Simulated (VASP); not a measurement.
Wanted: the native input for a VASP 6.6.1 run.

```yaml
Task: single point
Functional: PBE
Potentials_or_basis: VASP PAW PBE potentials, release 64 (Li_sv, Ta_sv_GW, O)
Cutoff: 880 eV
k_mesh: 12 × 12 × 8
Occupations: gaussian, width 0.1 eV
Spin: no spin polarisation
Dipole_correction: no
Further_INCAR_settings: ALGO = Normal; EDIFF = 1e-06; NBANDS = 22
```

The structure of LiTaO2 lies in POSCAR:

```
LiTaO2
1.0
    3.6948591008      0.0000000000      0.0000000000
   -1.8474295504      3.1998418447      0.0000000000
    0.0000000000      0.0000000000      5.6982637607
Li Ta O
1 1 2
Direct
    0.0000000000      0.0000000000      0.5000000000
    0.0000000000      0.0000000000      0.0000000000
    0.3333333333      0.6666666667      0.0000000000
    0.6666666667      0.3333333333      0.0000000000
```

The cell was generated, and may not be a known phase.

These files were run (other wordings do the same):

INCAR

```
SYSTEM = LiTaO2
ALGO     = Normal         ! electronic algorithm
EDIFF    = 1E-6           ! SCF threshold, eV
ENCUT    = 880            ! plane-wave cutoff, eV
GGA      = PE             ! functional
GGA_COMPAT= .False.      
ISIF     = 2              ! what is computed and relaxed
ISMEAR   = 0              ! smearing method
LASPH    = .True.         ! aspherical terms in the spheres
LCHARG   = .False.        ! write CHGCAR
LREAL    = .False.        ! projectors in reciprocal space
LWAVE    = .False.        ! write WAVECAR
NBANDS   = 22             ! bands
NELM     = 120            ! most SCF steps
PREC     = Accurate       ! precision mode
SIGMA    = 0.1            ! smearing width, eV
```

KPOINTS

```
k-points
0
Gamma
  12 12 8
  0 0 0
```

Potentials or basis: VASP PAW PBE potentials, release 64 (Li_sv, Ta_sv_GW, O).

Command:

```sh
$ cat potpaw_PBE.64/Li_sv/POTCAR potpaw_PBE.64/Ta_sv_GW/POTCAR potpaw_PBE.64/O/POTCAR > POTCAR
$ mpirun -np 1 vasp_std > vasp.out
```

It gave:

* Pressure: 0.0 GPa
* Band gap on the k mesh: zero (bands 14 and 15 overlap by 0.13 eV)

Caveat: spin-orbit coupling is left out, which moves the levels of the heavy elements.

Wall time 4.8 min on 1 thread of Intel(R) Xeon(R) 6975P-C (Granite Rapids), with other jobs on the host, peak memory 0.45 GiB.
